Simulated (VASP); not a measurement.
# Ge4N in VASP: single point with PBEsol

Aim: the single point of Ge4N with PBEsol.

All numbers are computed with VASP 6.6.1; they aren't measurements. Logs are shortened: lines on timing, memory, paths and dates and some standing lists are left out, and cuts for length are marked.

## (1) The cell of the first run

The cell holds a slab with vacuum, 10 atoms: a = 3.997 Å, b = 3.997 Å, c = 30.825 Å, α = 90.00°, β = 90.00°, γ = 120.00°.

## (2) Single point, PBEsol

INCAR reads:

```
PREC     = Accurate       # precision mode
ENCUT    = 520            # plane-wave cutoff, eV
EDIFF    = 1E-7           # SCF threshold, eV
ISMEAR   = 0              # smearing method
SIGMA    = 0.1            # smearing width, eV
LREAL    = F              # projectors in reciprocal space
LASPH    = T              # aspherical terms in the spheres
NELM     = 80             # most SCF steps
ALGO     = Normal         # electronic algorithm
ISIF     = 2              # what is computed and relaxed
LWAVE    = F              # write WAVECAR
LCHARG   = T              # write CHGCAR
LDIPOL   = T            
IDIPOL   = 3            
DIPOL    = 0.5 0.5 0.517
GGA      = PS             # functional
LELF     = T              # ELF
LVHAR    = T            
LVACPOTAV= T            
NBANDS   = 72             # bands
```

KPOINTS reads:

```
Automatic mesh
0
Gamma
  9 9 1
```

POSCAR reads:

```
Ge4N
1.0
    3.9969678639      0.0000000000      0.0000000000
   -1.9984839319      3.4614757082      0.0000000000
    0.0000000000      0.0000000000     30.8245268541
Ge N
8 2
Direct
    0.3333333333      0.6666666667      0.2757544354
    0.6666666667      0.3333333333      0.3026803687
    0.6666666667      0.3333333333      0.3827530791
    0.3333333333      0.6666666667      0.4096790125
    0.3333333333      0.6666666667      0.4892719716
    0.6666666667      0.3333333333      0.5167232161
    0.6666666667      0.3333333333      0.5978730856
    0.3333333333      0.6666666667      0.6236502774
    0.3333333333      0.6666666667      0.7658980786
    0.3333333333      0.6666666667      0.8015903148
```

Potentials or basis: VASP PAW PBE potentials, release 64 (Ge_d, N).

Launch:

```console
$ cat potpaw_PBE.64/Ge_d/POTCAR potpaw_PBE.64/N/POTCAR > POTCAR
$ mpirun -np 1 vasp_std > vasp.out
```

OUTCAR:

```text
PREC = Accurate
   ENCUT = 520
   EDIFF = 1E-7
   ISMEAR = 0
   LREAL = F
   LASPH = T
   NELM = 80
   ISIF = 2
   GGA = PS

 ion  position               nearest neighbor table
   1  0.333  0.667  0.276-   2 2.45   2 2.45   2 2.45
   2  0.667  0.333  0.303-   1 2.45   1 2.45   1 2.45   3 2.47
   3  0.667  0.333  0.383-   4 2.45   4 2.45   4 2.45   2 2.47
   4  0.333  0.667  0.410-   3 2.45   3 2.45   3 2.45   5 2.45
   5  0.333  0.667  0.489-   4 2.45   6 2.46   6 2.46   6 2.46
   6  0.667  0.333  0.517-   5 2.46   5 2.46   5 2.46   7 2.50
   7  0.667  0.333  0.598-   8 2.44   8 2.44   8 2.44   6 2.50
   8  0.333  0.667  0.624-   7 2.44   7 2.44   7 2.44
   9  0.333  0.667  0.766-  10 1.10
  10  0.333  0.667  0.802-   9 1.10

  LATTYP: Found a hexagonal cell.
 ALAT       =     3.9969678639
 C/A-ratio  =     7.7119776550

  Lattice vectors:

 A1 = (   3.9969678639,   0.0000000000,   0.0000000000)
 A2 = (  -1.9984839319,   3.4614757082,   0.0000000000)
 A3 = (   0.0000000000,   0.0000000000,  30.8245268541)

Analysis of symmetry for initial positions (statically):
=====================================================================
 Subroutine PRICEL returns:
 Original cell was already a primitive cell.

 Routine SETGRP: Setting up the symmetry group for a
 hexagonal supercell.

 Subroutine GETGRP returns: Found  6 space group operations
 (whereof  6 operations were pure point group operations)
 out of a pool of 24 trial point group operations.

The static configuration has the point symmetry C_3v.

Analysis of symmetry for dynamics (positions and initial velocities):
=====================================================================
 Subroutine PRICEL returns:
 Original cell was already a primitive cell.

 Routine SETGRP: Setting up the symmetry group for a
 hexagonal supercell.

 Subroutine GETGRP returns: Found  6 space group operations
 (whereof  6 operations were pure point group operations)
 out of a pool of 24 trial point group operations.

The dynamic configuration has the point symmetry C_3v.

 Subroutine INISYM returns: Found  6 space group operations
 (whereof  6 operations are pure point group operations),
 and found     1 'primitive' translations

----------------------------------------------------------------------------------------

                                     Primitive cell

  volume of cell :     426.4699

  direct lattice vectors                    reciprocal lattice vectors
     3.996967864  0.000000000  0.000000000     0.250189652  0.144447063  0.000000000
    -1.998483932  3.461475708  0.000000000     0.000000000  0.288894126  0.000000000
     0.000000000  0.000000000 30.824526854     0.000000000  0.000000000  0.032441698

  length of vectors
     3.996967864  3.996967864 30.824526854     0.288894126  0.288894126  0.032441698

  position of ions in fractional coordinates (direct lattice)
     0.333333333  0.666666667  0.275754435
     0.666666667  0.333333333  0.302680369
     0.666666667  0.333333333  0.382753079
     0.333333333  0.666666667  0.409679012
     0.333333333  0.666666667  0.489271972
     0.666666667  0.333333333  0.516723216
     0.666666667  0.333333333  0.597873086
     0.333333333  0.666666667  0.623650277
     0.333333333  0.666666667  0.765898079
     0.333333333  0.666666667  0.801590315

  ion indices of the primitive-cell ions
   primitive index   ion index
                 1           1
                 2           2
                 3           3
                 4           4
                 5           5
                 6           6
                 7           7
                 8           8
                 9           9
                10          10

----------------------------------------------------------------------------------------

 KPOINTS: Automatic mesh

Automatic generation of k-mesh.
 Grid dimensions read from file:
 generate k-points for:    9    9    1

 Generating k-lattice:

  Cartesian coordinates                     Fractional coordinates (reciprocal lattice)
     0.027798850  0.016049674  0.000000000     0.111111111  0.000000000  0.000000000
     0.000000000  0.032099347  0.000000000     0.000000000  0.111111111  0.000000000
     0.000000000  0.000000000  0.032441698     0.000000000  0.000000000  1.000000000

  Length of vectors
     0.032099347  0.032099347  0.032441698

  Shift w.r.t. Gamma in fractional coordinates (k-lattice)
     0.000000000  0.000000000  0.000000000

 Subroutine IBZKPT returns following result:
 ===========================================

 Found     12 irreducible k-points:

 Following reciprocal coordinates:
            Coordinates               Weight
  0.000000  0.000000  0.000000      1.000000
  0.111111  0.000000  0.000000      6.000000
  0.222222  0.000000  0.000000      6.000000
  0.333333  0.000000  0.000000      6.000000
  0.444444  0.000000  0.000000      6.000000
  0.111111  0.111111  0.000000      6.000000
  0.222222  0.111111  0.000000     12.000000
  0.333333  0.111111  0.000000     12.000000
  0.444444  0.111111  0.000000      6.000000
  0.222222  0.222222  0.000000      6.000000
  0.333333  0.222222  0.000000     12.000000
  0.333333  0.333333  0.000000      2.000000
   k-points           NKPTS =     12   k-points in BZ     NKDIM =     12   number of bands    NBANDS=     72
   number of dos      NEDOS =    301   number of ions     NIONS =     10
   total plane-waves  NPLWV = 216000
   dimension x,y,z NGX =    30 NGY =   30 NGZ =  240
   dimension x,y,z NGXF=    60 NGYF=   60 NGZF=  480
   ions per type =               8   2
   NGX,Y,Z   is equivalent  to a cutoff of  12.48, 12.48, 12.94 a.u.
   NGXF,Y,Z  is equivalent  to a cutoff of  24.96, 24.96, 25.89 a.u.
 SYSTEM =  unknown system
   PREC   = accura    normal or accurate (medium, high low for compatibility)
   ISTART =      0    job   : 0-new  1-cont  2-samecut
   ICHARG =      2    charge: 1-file 2-atom 10-const
   ISPIN  =      1    spin polarized calculation?
   LNONCOLLINEAR =      F non collinear calculations
   LSORBIT =      F    spin-orbit coupling
   LASPH  =      T    aspherical Exc in radial PAW
   ENCUT  =  520.0 eV  38.22 Ry    6.18 a.u.   7.43  7.43 57.31*2*pi/ulx,y,z
   NELM   =     80;   NELMIN=  2; NELMDL= -5     # of ELM steps
   EDIFF  = 0.1E-06   stopping-criterion for ELM
   LREAL  =      F    real-space projection
   EDIFFG = 0.1E-05   stopping-criterion for IOM
   NSW    =      0    number of steps for IOM
   IBRION =     -1    ionic relax: 0-MD 1-quasi-New 2-CG
   NFREE  =      0    steps in history (QN), initial steepest desc. (CG)
   ISIF   =      2    stress and relaxation
   ISYM   =      2    0-nonsym 1-usesym 2-fastsym
   POTIM  = 0.5000    time-step for ionic-motion
   TEBEG  =    0.0;   TEEND  =   0.0 temperature during run
   PSTRESS=    0.0 pullay stress
   NELECT =     122.0000    total number of electrons
   NUPDOWN=      -1.0000    fix difference up-down
   EMIN   =  10.00;   EMAX   =-10.00  energy-range for DOS
   EFERMI =   0.00;   METHOD = LEGACY
   ISMEAR =     0;   SIGMA  =   0.10  broadening in eV -4-tet -1-fermi 0-gaus
   EFERMI_NEDOS =   21; number of points for ismear=-14 and -15
   IALGO  =     38    algorithm
   IMIX   =      4    mixing-type and parameters
     AMIX     =   0.40;   BMIX     =  1.00
     AMIX_MAG =   1.60;   BMIX_MAG =  1.00
  volume/ion in A,a.u.               =      42.65       287.80
  Fermi-wavevector in a.u.,A,eV,Ry     =   1.078695  2.038438 15.831506  1.163583
  Thomas-Fermi vector in A             =   2.214640
   LORBIT       =      0    0 simple, 1 ext, 2 COOP (PROOUT), +10 PAW based schemes
   GGA     = PS    functional components
   LHFCALC =     F    Hartree Fock is set to
   AEXX    =    0.0000 exact exchange contribution
   IVDW    =     0    specifies the selected vdW correction
   LEPSILON=     F    determine dielectric tensor
   LRPA    =     F    only Hartree local field effects (RPA)
 non-spin polarized calculation
 Gauss-broadening in eV      SIGMA  =   0.10
  energy-cutoff  :      520.00
  volume of cell :      426.47
 maximum number of plane-waves:     11545
 NGX is ok and might be reduce to    30
   NGX = 15   NGY = 15   NGZ =115

 dipolmoment           0.000000      0.000000      0.077478 electrons x Angstroem

 number of electron     122.0000100 magnetization

 dipolmoment           0.000000      0.000000     -0.005261 electrons x Angstroem

 Free energy of the ion-electron system (eV)
  ---------------------------------------------------
  ext. energy  EPLUGINS =         0.00000000
  ---------------------------------------------------
  free energy    TOTEN  =       -54.26849104 eV

  energy without entropy =      -54.23636253  energy(sigma->0) =      -54.25242678

 E-fermi :  -0.3737     XC(G=0):  -5.5215

 val. band max:       -0.3822477703   @ k =   0.3333   0.2222   0.0000
 cond. band min:      -0.3720152118   @ k =   0.1111   0.0000   0.0000
 fundamental gap:      0.0102325585
 Fermi energy:        -0.3737471828

 k-point     1 :       0.0000    0.0000    0.0000
  band No.  band energies     occupation
      1     -24.9923      2.00000
      2     -24.9923      2.00000
      3     -24.9624      2.00000
      4     -24.9624      2.00000
      5     -24.9450      2.00000
      6     -24.9231      2.00000
[... 64 lines left out ...]
     71       3.1838      0.00000
     72       3.1838      0.00000

 k-point     2 :       0.1111    0.0000    0.0000
  band No.  band energies     occupation
      1     -24.9969      2.00000
      2     -24.9950      2.00000
      3     -24.9649      2.00000
      4     -24.9646      2.00000
      5     -24.9477      2.00000
      6     -24.9176      2.00000
[... 742 lines left out ...]
 k-point    12 :       0.3333    0.3333    0.0000
  band No.  band energies     occupation
      1     -25.0210      2.00000
      2     -24.9985      2.00000
      3     -24.9908      2.00000
      4     -24.9766      2.00000
      5     -24.9421      2.00000
      6     -24.9076      2.00000
[... 64 lines left out ...]
     71       5.1370      0.00000
     72       5.2797      0.00000

------------------------ aborting loop because EDIFF is reached ----------------------------------------

  FORCE on cell =-STRESS in cart. coord.  units (eV):
  Direction    XX          YY          ZZ          XY          YZ          ZX
  --------------------------------------------------------------------------------------
  -------------------------------------------------------------------------------------
  Total        0.1907443      0.1907443      2.3761539      0.0000000     -0.0000000     -0.0000000
  in kB        0.7165949      0.7165949      8.9268201      0.0000000     -0.0000000     -0.0000000
  external PRESSURE =       3.4533366 kB  Pullay stress =       0.0000000 kB

 VOLUME and BASIS-vectors are now :
 -----------------------------------------------------------------------------
  energy-cutoff  :      520.00
  volume of cell :      426.47
      direct lattice vectors                 reciprocal lattice vectors
     3.996967864  0.000000000  0.000000000     0.250189652  0.144447063  0.000000000
    -1.998483932  3.461475708  0.000000000     0.000000000  0.288894126  0.000000000
     0.000000000  0.000000000 30.824526854     0.000000000  0.000000000  0.032441698

 POSITION                                       TOTAL-FORCE (eV/Angst)
 -----------------------------------------------------------------------------------
     -0.00000      2.30765      8.50000        -0.000000      0.000000      0.067205
      1.99848      1.15383      9.32998        -0.000000     -0.000000     -0.242115
      1.99848      1.15383     11.79818         0.000000     -0.000000      0.060954
     -0.00000      2.30765     12.62816        -0.000000     -0.000000      0.115635
     -0.00000      2.30765     15.08158        -0.000000     -0.000000      0.002663
      1.99848      1.15383     15.92775        -0.000000     -0.000000     -0.006678
      1.99848      1.15383     18.42915        -0.000000     -0.000000      0.007884
     -0.00000      2.30765     19.22372         0.000000      0.000000     -0.005530
     -0.00000      2.30765     23.60845         0.000000     -0.000000     -1.867896
     -0.00000      2.30765     24.70864        -0.000000     -0.000000      1.867878
 -----------------------------------------------------------------------------------
    total drift:                                0.000000     -0.000001      0.001212

  FREE ENERGIE OF THE ION-ELECTRON SYSTEM (eV)
  ---------------------------------------------------
  free  energy   TOTEN  =       -54.2684910406 eV

  energy  without entropy=      -54.2363625277  energy(sigma->0) =      -54.25242678

 vacuum level on the upper side and lower side of the slab         4.283         4.352
```

Wall time 21 min (1 thread of AMD EPYC 7R43 (Zen 3), shared host); peak memory 0.59 GiB.

Results:

* Free energy: -54.2685 eV
* Largest force: 1.868 eV/Å
* Band gap on the k mesh: zero (bands 61 and 62 overlap by 0.53 eV)

Forces on the atoms (eV/Å):
```
Ge   0.000  0.000  0.067
Ge   0.000  0.000 -0.242
Ge   0.000  0.000  0.061
Ge   0.000  0.000  0.116
Ge   0.000  0.000  0.003
Ge   0.000  0.000 -0.007
Ge   0.000  0.000  0.008
Ge   0.000  0.000 -0.006
N    0.000  0.000 -1.868
N    0.000  0.000  1.868
```

Levels at points of the mesh, in eV from the Fermi level:
```csv
k point,band 57,band 58,band 59,band 60,band 61,band 62,band 63,band 64,band 65,band 66
"(0.00, 0.00, 0.00)",-0.56,-0.02,-0.02,0.31,0.33,0.33,0.82,0.98,1.39,1.71
```

Caveat: the standard files for N, O and F lose accuracy on very short bonds; the PAW data sets were made with another functional, which shifts forces and pressure a little.
